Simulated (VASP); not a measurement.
PtS2:

```
CELL_PARAMETERS angstrom
3.54320 0.00000 0.00000
-1.77160 3.06850 0.00000
0.00000 0.00000 5.03880
ATOMIC_POSITIONS crystal
Pt 0.00000 0.00000 0.00000
S 0.33333 0.66667 0.22700
S 0.66667 0.33333 0.77300
```

- Program: VASP 6.6.1
- Task: relaxation of cell and atoms
- Functional: LDA
- Potentials or basis: VASP PAW LDA potentials, release 64 (Pt, S)
- Cutoff: 600 eV
- k mesh: 10 × 10 × 8
- Occupations: fermi-dirac, width 0.05 eV
- Spin: no spin polarisation

At the start: pressure 3.6 GPa; volume 18.26 Å³/atom.

Where does the relaxation end?

Over 32 steps the energy falls by 30.7 meV/atom and the volume is 16.62 Å³/atom (-9.0 %); space group P-3m1 (No. 164, to 0.1 Å) before and after.

The path:
```
step  energy change (eV)  largest force (eV/Å)  pressure (GPa)  volume (Å³)
   1              0.0000                0.8055            3.59        54.78
   2              0.0382                0.4683           -7.52        58.09
   3             -0.0252                0.2793           -1.14        56.02
   4             -0.0369                0.1816           -0.84        55.49
   5             -0.0434                0.0329           -0.36        54.71
   6             -0.0491                0.0890            0.15        54.14
   7             -0.0612                0.2621            1.93        52.44
   8             -0.0504                0.6275            6.65        49.03
   9             -0.0623                0.4120            3.57        51.26
  10             -0.0630                0.4089            3.53        51.22
  11             -0.0653                0.3994            3.43        51.10
  12             -0.0695                0.3812            3.30        50.85
  13             -0.0767                0.3470            3.02        50.37
  14             -0.0849                0.2744            2.64        49.38
  15             -0.0587                0.0468            2.78        47.33
  16             -0.0837                0.2916            2.85        49.11
  17             -0.0836                0.2738            2.78        48.92
  18             -0.0874                0.2118            1.96        49.22
  19             -0.0914                0.0774            0.21        49.87
  20             -0.0915                0.0548           -0.11        49.99
  21             -0.0915                0.0582           -0.04        49.96
  22             -0.0916                0.0539           -0.03        49.95
  23             -0.0918                0.0404            0.01        49.93
  24             -0.0920                0.0134            0.08        49.88
  25             -0.0920                0.0092            0.07        49.87
  26             -0.0920                0.0003           -0.03        49.89
  27             -0.0920                0.0023           -0.02        49.89
  28             -0.0920                0.0035            0.00        49.88
  29             -0.0920                0.0021           -0.01        49.89
  30             -0.0920                0.0023            0.00        49.88
  31             -0.0920                0.0023           -0.03        49.88
  32             -0.0920                0.0019            0.00        49.86
```

Final structure:
```cif
data_structure
_symmetry_space_group_name_H-M 'P 1'
_symmetry_Int_Tables_number 1
_cell_length_a 3.5624
_cell_length_b 3.5624
_cell_length_c 4.5370
_cell_angle_alpha 90.000
_cell_angle_beta 90.000
_cell_angle_gamma 120.000
_cell_volume 49.86
loop_
_atom_site_label
_atom_site_type_symbol
_atom_site_fract_x
_atom_site_fract_y
_atom_site_fract_z
_atom_site_occupancy
Pt1 Pt 0.00000 0.00000 0.00000 1
S1 S 0.33333 0.66667 0.26166 1
S2 S 0.66667 0.33333 0.73834 1
```
